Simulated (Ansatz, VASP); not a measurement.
One calculation of KCl, two programs

INCAR

```
PREC = Accurate
ENCUT = 520
EDIFF = 1E-6
ISMEAR = -1
SIGMA = 0.05
LREAL = False
LASPH = True
NELM = 80
ALGO = Normal
ISIF = 2
LWAVE = False
LCHARG = False
NBANDS = 15
```

File KPOINTS:

```
regular mesh
0
Gamma
  7 7 7
```

Contents of POSCAR:

```
KCl
1.0
    3.7873086124      0.0000000000      0.0000000000
    0.0000000000      3.7873086124      0.0000000000
    0.0000000000      0.0000000000      3.7873086124
K Cl
1 1
Direct
    0.0000000000      0.0000000000      0.0000000000
    0.5000000000      0.5000000000      0.5000000000
```

The input input.yaml:

```yaml
crystal:
  lattice:
    - [3.7873086124, 0.0, 0.0]
    - [0.0, 3.7873086124, 0.0]
    - [0.0, 0.0, 3.7873086124]
  atoms:
    - { symbol: K, position: [0.0, 0.0, 0.0] }
    - { symbol: Cl, position: [0.5, 0.5, 0.5] }
kpoints:
  mp_grid: { grid: [7, 7, 7] }
scf:
  occupations: { method: fermi_dirac, width: 0.05 }
hamiltonian:
  xc: lda
  pseudopotentials: { kind: all_electron, lapw: { basis_error: 0.001 } }
output:
  forces: true
  stress: true
  eigenvalues: true
```

Change from the starting cell: volume scaled by 0.96.

Alike in both runs: task single point; functional LDA; k mesh 7 × 7 × 7; occupations fermi-dirac, width 0.05 eV; no spin polarisation.

|  | VASP | Ansatz |
| --- | --- | --- |
| version | VASP 6.6.1 | Ansatz 0.2.0 |
| potentials or method | VASP PAW LDA potentials, release 64 (K_sv, Cl), cutoff 520 eV | all-electron LAPW, scalar-relativistic |

Ansatz gave:

```
gap on the k mesh at the Fermi level (eV) : 4.56
least direct gap on the mesh (eV)         : 4.75
pressure (GPa)                            : -2.6
```

What did VASP give for the same quantities?

gap on the k mesh at the Fermi level (eV): 4.56; least direct gap on the mesh (eV): 4.76; pressure (GPa): -2.6.

LDA's correlation is that of Perdew and Zunger in VASP and of Perdew and Wang (1992) in Ansatz. Ansatz ran all-electron here, and VASP with PAW potentials.
